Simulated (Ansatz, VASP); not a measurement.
**Pb: VASP beside Ansatz**

Contents of INCAR:

```
SYSTEM = Pb
ALGO = Fast
EDIFF = 1E-6
ENCUT = 520
GGA = VW
ISIF = 2
ISMEAR = -1
LASPH = .True.
LCHARG = .False.
LREAL = .False.
LWAVE = .False.
NBANDS = 13
NELM = 80
PREC = Accurate
SIGMA = 0.05
```

The input KPOINTS:

```
k-points
0
Gamma
  9 9 9
  0 0 0
```

File POSCAR:

```
Pb
1.0
    0.0000000000      2.5075897876      2.5075897876
    2.5075897876      0.0000000000      2.5075897876
    2.5075897876      2.5075897876      0.0000000000
Pb
1
Direct
    0.0000000000      0.0000000000      0.0000000000
```

The input input.yaml:

```yaml
crystal:
  lattice:
    - [0.0, 2.5075897876, 2.5075897876]
    - [2.5075897876, 0.0, 2.5075897876]
    - [2.5075897876, 2.5075897876, 0.0]
  atoms:
    - { symbol: Pb, position: [0.0, 0.0, 0.0] }
hamiltonian:
  xc: { exchange: slater, correlation: vwn5 }
  pseudopotentials: { kind: paw }
kpoints:
  mp_grid: { grid: [9, 9, 9] }
scf:
  occupations: { method: fermi_dirac, width: 0.05 }
output:
  forces: true
  stress: true
  eigenvalues: true
  write_density: true
  write_potential: true
  elf: true
  volumetric_format: npy
```

Alike in both runs: task single point; functional SVWN5; k mesh 9 × 9 × 9; occupations fermi-dirac, width 0.05 eV; no spin polarisation.

|  | VASP | Ansatz |
| --- | --- | --- |
| version | VASP 6.6.1 | Ansatz 0.2.0 |
| potentials or method | VASP PAW PBE potentials, release 64 (Pb_d) | Ansatz PAW |
| plane-wave cutoff (eV) | 520 | 420 |
| valence electrons in the cell | 14 | 14 |

```csv
,VASP,Ansatz,Ansatz less VASP
gap on the k mesh at the Fermi level (eV),none,none,-
pressure (GPa),-3.7,-3.7,0.00
```

VASP's potentials were made for PBE, not for SVWN5. A gap of «none» marks a metal or a gap that the smearing closes.

Spin-orbit coupling is off throughout.
